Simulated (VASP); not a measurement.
# GeCN2 (R-3m) in VASP: further runs, part 2 of 2

VASP 6.6.1.

## 3. Single point, PBE

The input, INCAR:

```
PREC = Accurate
ENCUT = 520
EDIFF = 1E-7
ISMEAR = 0
SIGMA = 0.01
LREAL = False
LASPH = True
NELM = 80
ALGO = Normal
ISIF = 2
LWAVE = False
LCHARG = True
GGA = PE
LELF = True
LVHAR = True
NBANDS = 22
```

The input, KPOINTS:

```
Automatic mesh
0
Gamma
  6 6 6
```

The input, POSCAR:

```
GeCN2
1.0
    1.7937900000      1.0356450000      4.9219570000
   -1.7937900000      1.0356450000      4.9219570000
    0.0000000000     -2.0712910000      4.9219570000
Ge C N
1 1 2
Direct
    0.0000000000      0.0000000000      0.0000000000
    0.5000000000      0.5000000000      0.5000000000
    0.4160960000      0.4160960000      0.4160960000
    0.5839040000      0.5839040000      0.5839040000
```

Potentials or basis: VASP PAW PBE potentials, release 64 (Ge_d, C, N).

Command:

```sh
cat potpaw_PBE.64/Ge_d/POTCAR potpaw_PBE.64/C/POTCAR potpaw_PBE.64/N/POTCAR > POTCAR
mpirun -np 1 vasp_std > vasp.out
```

OUTCAR:

```text
PREC = Accurate
   ENCUT = 520
   EDIFF = 1E-7
   ISMEAR = 0
   LREAL = False
   LASPH = True
   NELM = 80
   ISIF = 2
   GGA = PE

 ion  position               nearest neighbor table
   1  0.000  0.000  0.000-
   2  0.500  0.500  0.500-   3 1.24   4 1.24
   3  0.416  0.416  0.416-   2 1.24
   4  0.584  0.584  0.584-   2 1.24

  LATTYP: Found a trigonal (rhomboedric) cell.
 ALAT       =     5.3400284494
 COS(alpha) =     0.7743235984

  Lattice vectors:

 A1 = (   1.7937900000,   1.0356450000,   4.9219570000)
 A2 = (  -1.7937900000,   1.0356450000,   4.9219570000)
 A3 = (   0.0000000000,  -2.0712910000,   4.9219570000)

Analysis of symmetry for initial positions (statically):
=====================================================================
 Subroutine PRICEL returns:
 Original cell was already a primitive cell.

 Routine SETGRP: Setting up the symmetry group for a
 trigonal (rhombohedral) supercell.

 Subroutine GETGRP returns: Found 12 space group operations
 (whereof 12 operations were pure point group operations)
 out of a pool of 12 trial point group operations.

The static configuration has the point symmetry D_3d.

Analysis of symmetry for dynamics (positions and initial velocities):
=====================================================================
 Subroutine PRICEL returns:
 Original cell was already a primitive cell.

 Routine SETGRP: Setting up the symmetry group for a
 trigonal (rhombohedral) supercell.

 Subroutine GETGRP returns: Found 12 space group operations
 (whereof 12 operations were pure point group operations)
 out of a pool of 12 trial point group operations.

The dynamic configuration has the point symmetry D_3d.

 Subroutine INISYM returns: Found 12 space group operations
 (whereof 12 operations are pure point group operations),
 and found     1 'primitive' translations

----------------------------------------------------------------------------------------

                                     Primitive cell

  volume of cell :      54.8620

  direct lattice vectors                    reciprocal lattice vectors
     1.793790000  1.035645000  4.921957000     0.278739429  0.160930254  0.067723750
    -1.793790000  1.035645000  4.921957000    -0.278739429  0.160930254  0.067723750
     0.000000000 -2.071291000  4.921957000     0.000000000 -0.321860508  0.067723718

  length of vectors
     5.340028449  5.340028449  5.340028756     0.328908380  0.328908380  0.328908329

  position of ions in fractional coordinates (direct lattice)
     0.000000000  0.000000000  0.000000000
     0.500000000  0.500000000  0.500000000
     0.416096000  0.416096000  0.416096000
     0.583904000  0.583904000  0.583904000

  ion indices of the primitive-cell ions
   primitive index   ion index
                 1           1
                 2           2
                 3           3
                 4           4

----------------------------------------------------------------------------------------

 KPOINTS: Automatic mesh

Automatic generation of k-mesh.
 Grid dimensions read from file:
 generate k-points for:    6    6    6

 Generating k-lattice:

  Cartesian coordinates                     Fractional coordinates (reciprocal lattice)
     0.046456571  0.026821709  0.011287292     0.166666667 -0.000000000  0.000000000
    -0.046456571  0.026821709  0.011287292    -0.000000000  0.166666667  0.000000000
     0.000000000 -0.053643418  0.011287286     0.000000000  0.000000000  0.166666667

  Length of vectors
     0.054818063  0.054818063  0.054818055

  Shift w.r.t. Gamma in fractional coordinates (k-lattice)
     0.000000000  0.000000000  0.000000000

 Subroutine IBZKPT returns following result:
 ===========================================

 Found     32 irreducible k-points:

 Following reciprocal coordinates:
            Coordinates               Weight
  0.000000  0.000000  0.000000      1.000000
  0.166667 -0.000000  0.000000      6.000000
  0.333333 -0.000000  0.000000      6.000000
  0.500000 -0.000000  0.000000      3.000000
  0.166667  0.166667  0.000000      6.000000
  0.333333  0.166667  0.000000     12.000000
[... 16 lines left out ...]
  0.500000  0.500000  0.166667      6.000000
 -0.333333  0.500000  0.166667     12.000000
 [... further k-points ...]
   k-points           NKPTS =     32   k-points in BZ     NKDIM =     32   number of bands    NBANDS=     22
   number of dos      NEDOS =    301   number of ions     NIONS =      4
   total plane-waves  NPLWV =  64000
   dimension x,y,z NGX =    40 NGY =   40 NGZ =   40
   dimension x,y,z NGXF=    80 NGYF=   80 NGZF=   80
   ions per type =               1   1   2
   NGX,Y,Z   is equivalent  to a cutoff of  12.45, 12.45, 12.45 a.u.
   NGXF,Y,Z  is equivalent  to a cutoff of  24.91, 24.91, 24.91 a.u.
 SYSTEM =  unknown system
   PREC   = accura    normal or accurate (medium, high low for compatibility)
   ISTART =      0    job   : 0-new  1-cont  2-samecut
   ICHARG =      2    charge: 1-file 2-atom 10-const
   ISPIN  =      1    spin polarized calculation?
   LNONCOLLINEAR =      F non collinear calculations
   LSORBIT =      F    spin-orbit coupling
   LASPH  =      T    aspherical Exc in radial PAW
   ENCUT  =  520.0 eV  38.22 Ry    6.18 a.u.   9.93  9.93  9.93*2*pi/ulx,y,z
   NELM   =     80;   NELMIN=  2; NELMDL= -5     # of ELM steps
   EDIFF  = 0.1E-06   stopping-criterion for ELM
   LREAL  =      F    real-space projection
   EDIFFG = 0.1E-05   stopping-criterion for IOM
   NSW    =      0    number of steps for IOM
   IBRION =     -1    ionic relax: 0-MD 1-quasi-New 2-CG
   NFREE  =      0    steps in history (QN), initial steepest desc. (CG)
   ISIF   =      2    stress and relaxation
   ISYM   =      2    0-nonsym 1-usesym 2-fastsym
   POTIM  = 0.5000    time-step for ionic-motion
   TEBEG  =    0.0;   TEEND  =   0.0 temperature during run
   PSTRESS=    0.0 pullay stress
   NELECT =      28.0000    total number of electrons
   NUPDOWN=      -1.0000    fix difference up-down
   EMIN   =  10.00;   EMAX   =-10.00  energy-range for DOS
   EFERMI =   0.00;   METHOD = LEGACY
   ISMEAR =     0;   SIGMA  =   0.01  broadening in eV -4-tet -1-fermi 0-gaus
   EFERMI_NEDOS =   21; number of points for ismear=-14 and -15
   IALGO  =     38    algorithm
   IMIX   =      4    mixing-type and parameters
     AMIX     =   0.40;   BMIX     =  1.00
     AMIX_MAG =   1.60;   BMIX_MAG =  1.00
  volume/ion in A,a.u.               =      13.72        92.56
  Fermi-wavevector in a.u.,A,eV,Ry     =   1.308289  2.472307 23.287996  1.711619
  Thomas-Fermi vector in A             =   2.438966
   LORBIT       =      0    0 simple, 1 ext, 2 COOP (PROOUT), +10 PAW based schemes
   GGA     = PE    functional components
   LHFCALC =     F    Hartree Fock is set to
   AEXX    =    0.0000 exact exchange contribution
   IVDW    =     0    specifies the selected vdW correction
   LEPSILON=     F    determine dielectric tensor
   LRPA    =     F    only Hartree local field effects (RPA)
 non-spin polarized calculation
 Gauss-broadening in eV      SIGMA  =   0.01
  energy-cutoff  :      520.00
  volume of cell :       54.86
 maximum number of plane-waves:      1503
   NGX = 19   NGY = 19   NGZ = 19

 number of electron      28.0000006 magnetization

 Free energy of the ion-electron system (eV)
  ---------------------------------------------------
  ext. energy  EPLUGINS =         0.00000000
  ---------------------------------------------------
  free energy    TOTEN  =       -29.16483580 eV

  energy without entropy =      -29.16483580  energy(sigma->0) =      -29.16483580

 E-fermi :   3.6690     XC(G=0):  -9.6732

 val. band max:        3.5579315130   @ k =   0.5000   0.5000   0.1667
 cond. band min:       4.6005458273   @ k =   0.5000   0.5000   0.5000
 fundamental gap:      1.0426143143
 Fermi energy:         3.6689975336

 k-point     1 :       0.0000    0.0000    0.0000
  band No.  band energies     occupation
      1     -21.2061      2.00000
      2     -21.2018      2.00000
      3     -21.2018      2.00000
      4     -21.1922      2.00000
      5     -21.1922      2.00000
      6     -15.7157      2.00000
[... 14 lines left out ...]
     21      13.5095      0.00000
     22      14.3255      0.00000
[... 552 lines left out ...]
  band No.  band energies     occupation
      1     -21.2104      2.00000
      2     -21.2011      2.00000
      3     -21.1968      2.00000
      4     -21.1947      2.00000
      5     -21.1881      2.00000
      6     -15.3068      2.00000
[... 14 lines left out ...]
     21      13.3039      0.00000
     22      14.3929      0.00000

 [... further k-points ...]
[... 5 lines left out ...]
  --------------------------------------------------------------------------------------
  -------------------------------------------------------------------------------------
  Total        0.0075224      0.0075224      0.1625327     -0.0000000     -0.0000000      0.0000000
  in kB        0.2196834      0.2196835      4.7465661     -0.0000000     -0.0000003      0.0000000
  external PRESSURE =       1.7286443 kB  Pullay stress =       0.0000000 kB

 VOLUME and BASIS-vectors are now :
 -----------------------------------------------------------------------------
  energy-cutoff  :      520.00
  volume of cell :       54.86
      direct lattice vectors                 reciprocal lattice vectors
     1.793790000  1.035645000  4.921957000     0.278739429  0.160930254  0.067723750
    -1.793790000  1.035645000  4.921957000    -0.278739429  0.160930254  0.067723750
     0.000000000 -2.071291000  4.921957000     0.000000000 -0.321860508  0.067723718

 POSITION                                       TOTAL-FORCE (eV/Angst)
 -----------------------------------------------------------------------------------
      0.00000      0.00000      0.00000        -0.000000      0.000000      0.000000
      0.00000     -0.00000      7.38294         0.000000      0.000000      0.000000
      0.00000     -0.00000      6.14402         0.000000      0.000000     -0.072254
      0.00000     -0.00000      8.62185         0.000000     -0.000000      0.072254
 -----------------------------------------------------------------------------------
    total drift:                                0.000000     -0.000000      0.000000

  FREE ENERGIE OF THE ION-ELECTRON SYSTEM (eV)
  ---------------------------------------------------
  free  energy   TOTEN  =       -29.1648358017 eV

  energy  without entropy=      -29.1648358017  energy(sigma->0) =      -29.16483580
```

stdout:

```text
POSCAR found type information on POSCAR GeC N
 POSCAR found :  3 types and       4 ions
 scaLAPACK will be used
 LDA part: xc-table for (Slater+PW92), standard interpolation
 POSCAR, INCAR and KPOINTS ok, starting setup
 FFT: planning ... GRIDC
 FFT: planning ... GRID_SOFT
 FFT: planning ... GRID
 WAVECAR not read
 entering main loop
```

Wall time 98 s (1 thread of Intel Xeon 8259CL, shared host); peak memory 0.25 GiB.

Results:

```yaml
Free_energy: -29.1648 eV
Pressure: 0.2 GPa
Largest_force: 0.072 eV/Å
Band_gap_on_the_k_mesh: 1.04 eV (least direct gap 2.04 eV)
```

Forces on the atoms (eV/Å):
```
Ge   0.000  0.000  0.000
C    0.000  0.000  0.000
N    0.000  0.000 -0.072
N    0.000  0.000  0.072
```
